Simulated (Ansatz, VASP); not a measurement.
## SrO: VASP beside Ansatz

Contents of POSCAR:

```
SrO
1.0
    0.0000000000      2.5732203067      2.5732203067
    2.5732203067      0.0000000000      2.5732203067
    2.5732203067      2.5732203067      0.0000000000
Sr O
1 1
Direct
    0.5000000000      0.5000000000      0.5000000000
    0.0000000000      0.0000000000      0.0000000000
```

The input INCAR.step1:

```
SYSTEM = SrO
ALGO     = Normal         ! electronic algorithm
EDIFF    = 1E-5           ! SCF threshold, eV
ENCUT    = 660            ! plane-wave cutoff, eV
GGA      = PE             ! functional
GGA_COMPAT= .FALSE.      
ISMEAR   = 0              ! smearing method
LASPH    = .TRUE.         ! aspherical terms in the spheres
LCHARG   = .FALSE.        ! write CHGCAR
LREAL    = .FALSE.        ! projectors in reciprocal space
LWAVE    = .TRUE.         ! write WAVECAR
NBANDS   = 15             ! bands
NELM     = 120            ! most SCF steps
PREC     = Accurate       ! precision mode
SIGMA    = 0.05           ! smearing width, eV
```

The input INCAR.step2:

```
SYSTEM = SrO
ALGO     = Normal         ! electronic algorithm
BPARAM   = 11.95        
CPARAM   = 0.0093       
EDIFF    = 1E-6           ! SCF threshold, eV
ENCUT    = 660            ! plane-wave cutoff, eV
GGA_COMPAT= .FALSE.      
ISIF     = 2              ! what is computed and relaxed
ISMEAR   = 0              ! smearing method
ISTART   = 1            
IVDW_NL  = 2            
LASPH    = .TRUE.         ! aspherical terms in the spheres
LCHARG   = .TRUE.         ! write CHGCAR
LELF     = .TRUE.         ! ELF
LMIXTAU  = .TRUE.       
LREAL    = .FALSE.        ! projectors in reciprocal space
LUSE_VDW = .TRUE.       
LVHAR    = .TRUE.       
LWAVE    = .FALSE.        ! write WAVECAR
METAGGA  = R2SCAN         ! meta-GGA
NBANDS   = 15             ! bands
NELM     = 120            ! most SCF steps
PREC     = Accurate       ! precision mode
SIGMA    = 0.05           ! smearing width, eV
```

Contents of KPOINTS:

```
k-points
0
G
  8 8 8
  0 0 0
```

Input for Ansatz:

```yaml
crystal:
  lattice:
    - [0.0, 2.5732203067, 2.5732203067]
    - [2.5732203067, 0.0, 2.5732203067]
    - [2.5732203067, 2.5732203067, 0.0]
  atoms:
    - { symbol: Sr, position: [0.5, 0.5, 0.5] }
    - { symbol: O, position: [0.0, 0.0, 0.0] }
basis:
  ecutwfc: 500
  ecutrho_ratio: 4
kpoints:
  mp_grid: { grid: [8, 8, 8] }
hamiltonian:
  xc: r2scan
  dispersion: rvv10
scf:
  occupations: { method: gaussian, width: 0.05 }
output:
  forces: true
  stress: true
  eigenvalues: true
```

Alike in both runs: task single point; functional r2SCAN; dispersion rVV10; k mesh 8 × 8 × 8; occupations gaussian, width 0.05 eV; no spin polarisation.

|  | VASP | Ansatz |
| --- | --- | --- |
| version | VASP 6.6.1 | Ansatz 0.2.0 |
| potentials or method | VASP PAW PBE potentials, release 64 (Sr_sv, O), cutoff 660 eV | scalar-relativistic, plane waves, PAW |
| valence electrons in the cell | 16 | 16 |

```tsv
	VASP	Ansatz	Ansatz less VASP
gap on the k mesh at the Fermi level (eV)	3.70	3.75	+0.047
least direct gap on the mesh (eV)	3.79	3.82	+0.036
pressure (GPa)	0.2	-0.3	-0.55
```

VASP's potentials were made for PBE, not for r2SCAN.
